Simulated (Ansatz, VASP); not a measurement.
**TiSi2 in VASP and in Ansatz**

File INCAR:

```
PREC     = Accurate       # precision mode
ENCUT    = 520            # plane-wave cutoff, eV
EDIFF    = 1E-6           # SCF threshold, eV
ISMEAR   = -1             # smearing method
SIGMA    = 0.05           # smearing width, eV
LREAL    = False          # projectors in reciprocal space
LASPH    = True           # aspherical terms in the spheres
NELM     = 150            # most SCF steps
ALGO     = Normal         # electronic algorithm
ISIF     = 2              # what is computed and relaxed
LWAVE    = False          # write WAVECAR
LCHARG   = False          # write CHGCAR
LMAXMIX  = 4              # l up to which the mixer works
LDAU     = True           # DFT+U
LDAUTYPE = 2            
LDAUL    = 2 -1           # shell
LDAUU    = 5 0            # U, eV
LDAUJ    = 0 0          
LDAUPRINT= 1            
GGA      = PE             # functional
NBANDS   = 29             # bands
```

Contents of KPOINTS:

```
Automatic mesh
0
Gamma
  7 7 7
```

Contents of POSCAR:

```
TiSi2
1.0
    0.0000000000      4.1175163063      4.2628978354
    2.3895119538      0.0000000000      4.2628978354
    2.3895119538      4.1175163063      0.0000000000
Ti Si
2 4
Direct
    0.7500000000      0.7500000000      0.7500000000
    0.5000000000      0.5000000000      0.5000000000
    0.4125656100      0.0874343900      0.4125656100
    0.0874343900      0.4125656100      0.0874343900
    0.1625656100      0.8374343900      0.1625656100
    0.8374343900      0.1625656100      0.8374343900
```

Contents of input.yaml:

```yaml
crystal:
  lattice:
    - [0.0, 4.1175163063, 4.2628978354]
    - [2.3895119538, 0.0, 4.2628978354]
    - [2.3895119538, 4.1175163063, 0.0]
  atoms:
    - { symbol: Ti, position: [0.75, 0.75, 0.75] }
    - { symbol: Ti, position: [0.5, 0.5, 0.5] }
    - { symbol: Si, position: [0.41256561, 0.08743439, 0.41256561] }
    - { symbol: Si, position: [0.08743439, 0.41256561, 0.08743439] }
    - { symbol: Si, position: [0.16256561, 0.83743439, 0.16256561] }
    - { symbol: Si, position: [0.83743439, 0.16256561, 0.83743439] }
hamiltonian:
  xc: pbe
  pseudopotentials: { kind: paw }
  hubbard: { sites: [{ species: Ti, l: d, u_eff: 5.0 }] }
kpoints:
  mp_grid: { grid: [7, 7, 7] }
  band_path:
    path:
      - [[0.0, 0.0, 0.0], [0.5, 0.0, 0.5], [1.0, 0.5, 0.5], [0.5, 0.5, 0.0], [0.0, 0.0, 0.0], [0.0, 0.4127457158, 0.4127457158], [0.5, 0.2443551471, 0.7443551471], [0.5, 0.0, 0.5]]
      - [[1.0, 0.5, 0.5], [1.0, 0.5872542842, 0.5872542842]]
      - [[0.0, 0.4127457158, 0.4127457158], [0.5, 0.7556448529, 0.2556448529], [0.5, 0.5, 0.0]]
      - [[0.5, 0.5, 0.5], [0.0, 0.0, 0.0]]
    npoints: 14
scf:
  occupations: { method: fermi_dirac, width: 0.05 }
  n_extra_bands: 15
output:
  forces: true
  stress: true
  eigenvalues: true
  fatbands: false
```

Alike in both runs: functional PBE; k mesh 7 × 7 × 7; occupations fermi-dirac, width 0.05 eV; no spin polarisation; Hubbard terms Ti d U = 5.0 eV.

|  | VASP | Ansatz |
| --- | --- | --- |
| version | VASP 6.6.1 | Ansatz 0.2.0 |
| potentials or method | VASP PAW PBE potentials, release 64 (Ti_sv, Si) | Ansatz PAW |
| plane-wave cutoff (eV) | 520 | 420 |
| valence electrons in the cell | 40 | 40 |
| task | single point | band structure |

|  | VASP | Ansatz | Ansatz less VASP |
| --- | --- | --- | --- |
| gap on the k mesh at the Fermi level (eV) | none | none | - |
| pressure (GPa) | 8.2 | 6.4 | -1.83 |
| traceless stress, the component that is largest in VASP (GPa) | -1.56 | 0.26 | +1.822 |
| rms of the force components (eV/Å) | 0.070 | 0.057 | -0.0128 |

The programs project onto different local orbitals, so the same U acts differently, and such runs can settle in different states. Atom by atom the forces differ by 0.013 eV/Å (rms over components). A gap of «none» marks a metal or a gap that the smearing closes.
